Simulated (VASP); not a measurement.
# BN (P6_3/mmc) in VASP: further runs

Runs on BN. Level: PBE. Tasks: electric field gradients.

Program: VASP 6.6.1. These are calculated values, not measurements. Logs are shortened: lines on timing, memory, paths and dates and some standing lists are left out, and cuts for length are marked.

## Step 1: The cell of the first run

The structure is hexagonal, space group P6_3/mmc (No. 194). Conventional cell: a = 2.453 Å, b = 2.453 Å, c = 6.525 Å, α = 90.00°, β = 90.00°, γ = 120.00°. B (site symmetry -6m2) has 3 N at 1.42 Å within 1.9 Å. Within 1.9 Å of N (site symmetry -6m2) lie 3 B at 1.42 Å.

## Step 2: Electric field gradients, PBE (volume scaled by 0.94)

INCAR

```
SYSTEM = BN
PREC = Accurate ; ENCUT = 520
EDIFF = 1E-8 ; ISMEAR = -1
SIGMA = 0.02 ; LREAL = .False.
LASPH = .True. ; NELM = 60
ALGO = Normal ; ISIF = 2
LWAVE = .False. ; LCHARG = .False.
GGA = PE ; LEFG = .True.
NBANDS = 16
```

KPOINTS

```
regular mesh
0
Gamma
  11 11 4
  0 0 0
```

POSCAR

```
BN
1.0
    2.4528754899      0.0000000000      0.0000000000
   -1.2264377450      2.1242524866      0.0000000000
    0.0000000000      0.0000000000      6.5252189874
B N
2 2
Direct
    0.3333333333      0.6666666667      0.2500000000
    0.6666666667      0.3333333333      0.7500000000
    0.3333333333      0.6666666667      0.7500000000
    0.6666666667      0.3333333333      0.2500000000
```

Potentials or basis: VASP PAW PBE potentials, release 64 (B, N).

Run with:

```
$ cat potpaw_PBE.64/B/POTCAR potpaw_PBE.64/N/POTCAR > POTCAR
$ mpirun -np 1 vasp_std > vasp.out
```

OUTCAR:

```text
SYSTEM = BN
   PREC = Accurate
   ENCUT = 520
   EDIFF = 1E-8
   ISMEAR = -1
   LREAL = .False.
   LASPH = .True.
   NELM = 60
   ISIF = 2
   GGA = PE

 ion  position               nearest neighbor table
   1  0.333  0.667  0.250-   4 1.42   4 1.42   4 1.42
   2  0.667  0.333  0.750-   3 1.42   3 1.42   3 1.42
   3  0.333  0.667  0.750-   2 1.42   2 1.42   2 1.42
   4  0.667  0.333  0.250-   1 1.42   1 1.42   1 1.42

  LATTYP: Found a hexagonal cell.
 ALAT       =     2.4528754899
 C/A-ratio  =     2.6602324554

  Lattice vectors:

 A1 = (   2.4528754899,   0.0000000000,   0.0000000000)
 A2 = (  -1.2264377450,   2.1242524866,   0.0000000000)
 A3 = (   0.0000000000,   0.0000000000,   6.5252189874)

Analysis of symmetry for initial positions (statically):
=====================================================================
 Subroutine PRICEL returns:
 Original cell was already a primitive cell.

 Routine SETGRP: Setting up the symmetry group for a
 hexagonal supercell.

 Subroutine GETGRP returns: Found 24 space group operations
 (whereof 12 operations were pure point group operations)
 out of a pool of 24 trial point group operations.

The static configuration has the point symmetry D_3d.
 The point group associated with its full space group is D_6h.

Analysis of symmetry for dynamics (positions and initial velocities):
=====================================================================
 Subroutine PRICEL returns:
 Original cell was already a primitive cell.

 Routine SETGRP: Setting up the symmetry group for a
 hexagonal supercell.

 Subroutine GETGRP returns: Found 24 space group operations
 (whereof 12 operations were pure point group operations)
 out of a pool of 24 trial point group operations.

The dynamic configuration has the point symmetry D_3d.
 The point group associated with its full space group is D_6h.

 Subroutine INISYM returns: Found 24 space group operations
 (whereof 12 operations are pure point group operations),
 and found     1 'primitive' translations

----------------------------------------------------------------------------------------

                                     Primitive cell

  volume of cell :      33.9998

  direct lattice vectors                    reciprocal lattice vectors
     2.452875490  0.000000000  0.000000000     0.407684778  0.235376916  0.000000000
    -1.226437745  2.124252487  0.000000000     0.000000000  0.470753833  0.000000000
     0.000000000  0.000000000  6.525218987     0.000000000  0.000000000  0.153251562

  length of vectors
     2.452875490  2.452875490  6.525218987     0.470753833  0.470753833  0.153251562

  position of ions in fractional coordinates (direct lattice)
     0.333333333  0.666666667  0.250000000
     0.666666667  0.333333333  0.750000000
     0.333333333  0.666666667  0.750000000
     0.666666667  0.333333333  0.250000000

  ion indices of the primitive-cell ions
   primitive index   ion index
                 1           1
                 2           2
                 3           3
                 4           4

----------------------------------------------------------------------------------------

 KPOINTS: regular mesh

Automatic generation of k-mesh.
 Grid dimensions read from file:
 generate k-points for:   11   11    4

 Generating k-lattice:

  Cartesian coordinates                     Fractional coordinates (reciprocal lattice)
     0.037062253  0.021397901  0.000000000     0.090909091 -0.000000000  0.000000000
     0.000000000  0.042795803  0.000000000     0.000000000  0.090909091  0.000000000
     0.000000000  0.000000000  0.038312890     0.000000000  0.000000000  0.250000000

  Length of vectors
     0.042795803  0.042795803  0.038312890

  Shift w.r.t. Gamma in fractional coordinates (k-lattice)
     0.000000000  0.000000000  0.000000000

 Subroutine IBZKPT returns following result:
 ===========================================

 Found     48 irreducible k-points:

 Following reciprocal coordinates:
            Coordinates               Weight
  0.000000  0.000000  0.000000      1.000000
  0.090909  0.000000  0.000000      6.000000
  0.181818  0.000000  0.000000      6.000000
  0.272727  0.000000  0.000000      6.000000
  0.363636  0.000000  0.000000      6.000000
  0.454545  0.000000  0.000000      6.000000
[... 16 lines left out ...]
  0.090909  0.090909  0.250000     12.000000
  0.181818  0.090909  0.250000     24.000000
 [... further k-points ...]
   k-points           NKPTS =     48   k-points in BZ     NKDIM =     48   number of bands    NBANDS=     16
   number of dos      NEDOS =    301   number of ions     NIONS =      4
   total plane-waves  NPLWV =  16200
   dimension x,y,z NGX =    18 NGY =   18 NGZ =   50
   dimension x,y,z NGXF=    36 NGYF=   36 NGZF=  100
   ions per type =               2   2
   NGX,Y,Z   is equivalent  to a cutoff of  12.20, 12.20, 12.74 a.u.
   NGXF,Y,Z  is equivalent  to a cutoff of  24.40, 24.40, 25.48 a.u.
 SYSTEM =  BN
   PREC   = accura    normal or accurate (medium, high low for compatibility)
   ISTART =      0    job   : 0-new  1-cont  2-samecut
   ICHARG =      2    charge: 1-file 2-atom 10-const
   ISPIN  =      1    spin polarized calculation?
   LNONCOLLINEAR =      F non collinear calculations
   LSORBIT =      F    spin-orbit coupling
   LASPH  =      T    aspherical Exc in radial PAW
   ENCUT  =  520.0 eV  38.22 Ry    6.18 a.u.   4.56  4.56 12.13*2*pi/ulx,y,z
   NELM   =     60;   NELMIN=  2; NELMDL= -5     # of ELM steps
   EDIFF  = 0.1E-07   stopping-criterion for ELM
   LREAL  =      F    real-space projection
   EDIFFG = 0.1E-06   stopping-criterion for IOM
   NSW    =      0    number of steps for IOM
   IBRION =     -1    ionic relax: 0-MD 1-quasi-New 2-CG
   NFREE  =      0    steps in history (QN), initial steepest desc. (CG)
   ISIF   =      2    stress and relaxation
   ISYM   =      2    0-nonsym 1-usesym 2-fastsym
   POTIM  = 0.5000    time-step for ionic-motion
   TEBEG  =    0.0;   TEEND  =   0.0 temperature during run
   PSTRESS=    0.0 pullay stress
   NELECT =      16.0000    total number of electrons
   NUPDOWN=      -1.0000    fix difference up-down
   EMIN   =  10.00;   EMAX   =-10.00  energy-range for DOS
   EFERMI =   0.00;   METHOD = LEGACY
   ISMEAR =    -1;   SIGMA  =   0.02  broadening in eV -4-tet -1-fermi 0-gaus
   EFERMI_NEDOS =   21; number of points for ismear=-14 and -15
   IALGO  =     38    algorithm
   IMIX   =      4    mixing-type and parameters
     AMIX     =   0.40;   BMIX     =  1.00
     AMIX_MAG =   1.60;   BMIX_MAG =  1.00
  volume/ion in A,a.u.               =       8.50        57.36
  Fermi-wavevector in a.u.,A,eV,Ry     =   1.273374  2.406328 22.061587  1.621481
  Thomas-Fermi vector in A             =   2.406201
   LORBIT       =      0    0 simple, 1 ext, 2 COOP (PROOUT), +10 PAW based schemes
   GGA     = PE    functional components
   LHFCALC =     F    Hartree Fock is set to
   AEXX    =    0.0000 exact exchange contribution
   IVDW    =     0    specifies the selected vdW correction
   LEPSILON=     F    determine dielectric tensor
   LRPA    =     F    only Hartree local field effects (RPA)
 non-spin polarized calculation
  energy-cutoff  :      520.00
  volume of cell :       34.00
 maximum number of plane-waves:       940
   NGX =  9   NGY =  9   NGZ = 25

 number of electron      16.0000001 magnetization

 Free energy of the ion-electron system (eV)
  ---------------------------------------------------
  ext. energy  EPLUGINS =         0.00000000
  ---------------------------------------------------
  free energy    TOTEN  =       -34.99621660 eV

  energy without entropy =      -34.99621660  energy(sigma->0) =      -34.99621660

 E-fermi :   3.1755     XC(G=0): -10.3145

 val. band max:        2.7190462398   @ k =   0.3636   0.2727   0.0000
 cond. band min:       7.1295835055   @ k =   0.4545   0.0909   0.0000
 fundamental gap:      4.4105372657
 Fermi energy:         3.1755390999

 k-point     1 :       0.0000    0.0000    0.0000
  band No.  band energies     occupation
      1     -15.5006      2.00000
      2     -15.1714      2.00000
      3      -3.9158      2.00000
      4      -1.6489      2.00000
      5       1.4353      2.00000
      6       1.4353      2.00000
[... 433 lines left out ...]
      3      -2.1625      2.00000
      4      -2.0263      2.00000
      5      -1.9395      2.00000
      6      -0.6049      2.00000
[... 8 lines left out ...]
     15      18.3579      0.00000
     16      18.4191      0.00000

 [... further k-points ...]
[... 5 lines left out ...]
  --------------------------------------------------------------------------------------
  -------------------------------------------------------------------------------------
  Total        6.1349266      6.1349266      0.7676322     -0.0000000     -0.0000000      0.0000000
  in kB      289.0967592    289.0967592     36.1732110     -0.0000000     -0.0000000      0.0000000
  external PRESSURE =     204.7889098 kB  Pullay stress =       0.0000000 kB

 VOLUME and BASIS-vectors are now :
 -----------------------------------------------------------------------------
  energy-cutoff  :      520.00
  volume of cell :       34.00
      direct lattice vectors                 reciprocal lattice vectors
     2.452875490  0.000000000  0.000000000     0.407684778  0.235376916  0.000000000
    -1.226437745  2.124252487  0.000000000     0.000000000  0.470753833  0.000000000
     0.000000000  0.000000000  6.525218987     0.000000000  0.000000000  0.153251562

 POSITION                                       TOTAL-FORCE (eV/Angst)
 -----------------------------------------------------------------------------------
     -0.00000      1.41617      1.63130         0.000000      0.000000      0.000000
      1.22644      0.70808      4.89391        -0.000000     -0.000000      0.000000
     -0.00000      1.41617      4.89391        -0.000000     -0.000000      0.000000
      1.22644      0.70808      1.63130        -0.000000      0.000000      0.000000
 -----------------------------------------------------------------------------------
    total drift:                               -0.000000      0.000000      0.000000

  FREE ENERGIE OF THE ION-ELECTRON SYSTEM (eV)
  ---------------------------------------------------
  free  energy   TOTEN  =       -34.9962166048 eV

  energy  without entropy=      -34.9962166048  energy(sigma->0) =      -34.99621660

 Electric field gradients (V/A^2)
---------------------------------------------------------------------
 ion       V_xx      V_yy      V_zz      V_xy      V_xz      V_yz
---------------------------------------------------------------------
   1     -18.281   -18.280    36.561     0.000    -0.000    -0.000
   2     -18.281   -18.280    36.561     0.000     0.000    -0.000
   3      -4.083    -4.085     8.168    -0.002    -0.000     0.000
   4      -4.083    -4.085     8.168    -0.002     0.000     0.000
---------------------------------------------------------------------

 Electric field gradients after diagonalization (V/A^2)
 (convention: |V_zz| > |V_xx| > |V_yy|)
----------------------------------------------------------------------
 ion       V_xx      V_yy      V_zz     asymmetry (V_yy - V_xx)/ V_zz
----------------------------------------------------------------------
   1     -18.281   -18.280    36.561       0.000
   2     -18.281   -18.280    36.561       0.000
   3      -4.086    -4.082     8.168       0.000
   4      -4.086    -4.082     8.168       0.000
----------------------------------------------------------------------

           NMR quadrupolar parameters

 Cq : quadrupolar parameter    Cq=e*Q*V_zz/h
 eta: asymmetry parameters     (V_yy - V_xx)/ V_zz
 Q  : nuclear electric quadrupole moment in mb (millibarn)
----------------------------------------------------------------------
 ion       Cq(MHz)       eta       Q (mb)
----------------------------------------------------------------------
   1       0.088       0.000       1.000
   2       0.088       0.000       1.000
   3       0.020       0.000       1.000
   4       0.020       0.000       1.000
----------------------------------------------------------------------
```

Run time: 28 s. Hardware: 1 thread of Intel Xeon Platinum 8259CL at 2.50GHz (Skylake/Cascade Lake), shared host; peak memory 0.14 GiB.

Results:

```
Free energy            : -34.9962 eV
Pressure               : 20.5 GPa
Band gap on the k mesh : 4.41 eV, indirect (least direct gap 4.81 eV)
```

Stress tensor (GPa, compression positive):
```
28.91  0.00  0.00
 0.00 28.91  0.00
 0.00  0.00  3.62
```

Electric field gradients, principal values (V/Å²):
| atom | least | middle | greatest (by size) |
| --- | --- | --- | --- |
| 1 B | -18.280 | -18.281 | 36.561 |
| 2 B | -18.280 | -18.281 | 36.561 |
| 3 N | -4.082 | -4.086 | 8.168 |
| 4 N | -4.082 | -4.086 | 8.168 |

Caveat: without QUAD_EFG the Cq values of the log hold for a quadrupole moment of 1 mb, not for the nuclei; this functional lacks dispersion, which binds the layers, so the pressure and a relaxed spacing across them are unreliable.

## Step 3: Electric field gradients, PBE (volume scaled by 0.98)

INCAR

```
SYSTEM = BN
PREC = Accurate
ENCUT = 520
EDIFF = 1E-8
ISMEAR = -1
SIGMA = 0.02
LREAL = .FALSE.
LASPH = .TRUE.
NELM = 100
ALGO = Normal
ISIF = 2
LWAVE = .FALSE.
LCHARG = .FALSE.
GGA = PE
LEFG = .TRUE.
NBANDS = 16
```

KPOINTS

```
Automatic mesh
0
G
  11 11 4
  0 0 0
```

POSCAR

```
BN
1.0
    2.4871858845      0.0000000000      0.0000000000
   -1.2435929423      2.1539661599      0.0000000000
    0.0000000000      0.0000000000      6.6164926127
B N
2 2
Direct
    0.3333333333      0.6666666667      0.2500000000
    0.6666666667      0.3333333333      0.7500000000
    0.3333333333      0.6666666667      0.7500000000
    0.6666666667      0.3333333333      0.2500000000
```

Potentials or basis: VASP PAW PBE potentials, release 64 (B, N).

Run with:

```
$ cat potpaw_PBE.64/B/POTCAR potpaw_PBE.64/N/POTCAR > POTCAR
$ mpirun -np 1 vasp_std > vasp.out
```

OUTCAR:

```text
SYSTEM = BN
   PREC = Accurate
   ENCUT = 520
   EDIFF = 1E-8
   ISMEAR = -1
   LREAL = .FALSE.
   LASPH = .TRUE.
   NELM = 100
   ISIF = 2
   GGA = PE

 ion  position               nearest neighbor table
   1  0.333  0.667  0.250-   4 1.44   4 1.44   4 1.44
   2  0.667  0.333  0.750-   3 1.44   3 1.44   3 1.44
   3  0.333  0.667  0.750-   2 1.44   2 1.44   2 1.44
   4  0.667  0.333  0.250-   1 1.44   1 1.44   1 1.44

  LATTYP: Found a hexagonal cell.
 ALAT       =     2.4871858845
 C/A-ratio  =     2.6602324555

  Lattice vectors:

 A1 = (   2.4871858845,   0.0000000000,   0.0000000000)
 A2 = (  -1.2435929423,   2.1539661599,   0.0000000000)
 A3 = (   0.0000000000,   0.0000000000,   6.6164926127)

Analysis of symmetry for initial positions (statically):
=====================================================================
 Subroutine PRICEL returns:
 Original cell was already a primitive cell.

 Routine SETGRP: Setting up the symmetry group for a
 hexagonal supercell.

 Subroutine GETGRP returns: Found 24 space group operations
 (whereof 12 operations were pure point group operations)
 out of a pool of 24 trial point group operations.

The static configuration has the point symmetry D_3d.
 The point group associated with its full space group is D_6h.

Analysis of symmetry for dynamics (positions and initial velocities):
=====================================================================
 Subroutine PRICEL returns:
 Original cell was already a primitive cell.

 Routine SETGRP: Setting up the symmetry group for a
 hexagonal supercell.

[... 170 lines left out ...]
      6       1.0831      2.00000
[... 433 lines left out ...]
      3      -2.3717      2.00000
      4      -2.3028      2.00000
      5      -2.0985      2.00000
      6      -0.7945      2.00000
[... 8 lines left out ...]
     15      17.5473      0.00000
     16      17.5643      0.00000

 [... further k-points ...]
[... 5 lines left out ...]
  --------------------------------------------------------------------------------------
  -------------------------------------------------------------------------------------
  Total        2.5165404      2.5165404      0.6582146     -0.0000000      0.0000000      0.0000000
  in kB      113.7468931    113.7468931     29.7511062     -0.0000000      0.0000000      0.0000000
  external PRESSURE =      85.7482975 kB  Pullay stress =       0.0000000 kB

 VOLUME and BASIS-vectors are now :
 -----------------------------------------------------------------------------
  energy-cutoff  :      520.00
  volume of cell :       35.45
      direct lattice vectors                 reciprocal lattice vectors
     2.487185885  0.000000000  0.000000000     0.402060822  0.232129924  0.000000000
    -1.243592942  2.153966160  0.000000000     0.000000000  0.464259847  0.000000000
     0.000000000  0.000000000  6.616492613     0.000000000  0.000000000  0.151137477

 POSITION                                       TOTAL-FORCE (eV/Angst)
 -----------------------------------------------------------------------------------
     -0.00000      1.43598      1.65412         0.000000      0.000000      0.000000
      1.24359      0.71799      4.96237        -0.000000      0.000000      0.000000
     -0.00000      1.43598      4.96237        -0.000000     -0.000000      0.000000
      1.24359      0.71799      1.65412        -0.000000     -0.000000      0.000000
 -----------------------------------------------------------------------------------
    total drift:                               -0.000000      0.000000      0.000000

  FREE ENERGIE OF THE ION-ELECTRON SYSTEM (eV)
  ---------------------------------------------------
  free  energy   TOTEN  =       -35.1272223754 eV

  energy  without entropy=      -35.1272223754  energy(sigma->0) =      -35.12722238

 Electric field gradients (V/A^2)
---------------------------------------------------------------------
 ion       V_xx      V_yy      V_zz      V_xy      V_xz      V_yz
---------------------------------------------------------------------
   1     -17.786   -17.786    35.573     0.000    -0.000    -0.000
   2     -17.786   -17.786    35.573     0.000    -0.000    -0.000
   3      -1.908    -1.910     3.818    -0.002     0.000     0.000
   4      -1.908    -1.910     3.818    -0.002     0.000     0.000
---------------------------------------------------------------------

 Electric field gradients after diagonalization (V/A^2)
 (convention: |V_zz| > |V_xx| > |V_yy|)
----------------------------------------------------------------------
 ion       V_xx      V_yy      V_zz     asymmetry (V_yy - V_xx)/ V_zz
----------------------------------------------------------------------
   1     -17.787   -17.786    35.573       0.000
   2     -17.787   -17.786    35.573       0.000
   3      -1.910    -1.907     3.818       0.001
   4      -1.910    -1.907     3.818       0.001
----------------------------------------------------------------------

           NMR quadrupolar parameters

 Cq : quadrupolar parameter    Cq=e*Q*V_zz/h
 eta: asymmetry parameters     (V_yy - V_xx)/ V_zz
 Q  : nuclear electric quadrupole moment in mb (millibarn)
----------------------------------------------------------------------
 ion       Cq(MHz)       eta       Q (mb)
----------------------------------------------------------------------
   1       0.086       0.000       1.000
   2       0.086       0.000       1.000
   3       0.009       0.001       1.000
   4       0.009       0.001       1.000
----------------------------------------------------------------------
```

It took 32 s on 1 thread of Intel Xeon Platinum 8259CL at 2.50GHz (Skylake/Cascade Lake), shared host; peak memory 0.15 GiB.

What came out:

| Quantity | Value |
| --- | --- |
| Free energy | -35.1272 eV |
| Pressure | 8.6 GPa |
| Band gap on the k mesh | 4.36 eV, indirect (least direct gap 4.72 eV) |

Levels at points of the mesh, in eV from the valence-band top:
```csv
k point,band 5,band 6,band 7,band 8,band 9,band 10,band 11,band 12
"(0.00, 0.00, 0.00)",-1.34,-1.34,-1.30,-1.30,5.25,10.40,11.69,11.69
"(0.00, 0.00, 0.50)",-1.32,-1.32,-1.32,-1.32,7.66,7.66,11.75,11.75
```

Electric field gradients, principal values (V/Å²):
```tsv
atom	least	middle	greatest (by size)
1 B	-17.786	-17.787	35.573
2 B	-17.786	-17.787	35.573
3 N	-1.907	-1.910	3.818
4 N	-1.907	-1.910	3.818
```

Caveat: without QUAD_EFG the Cq values of the log hold for a quadrupole moment of 1 mb, not for the nuclei; this functional lacks dispersion, which binds the layers, so the pressure and a relaxed spacing across them are unreliable. A k mesh can miss the band edges.

(Part 1 of 2 ends here.)
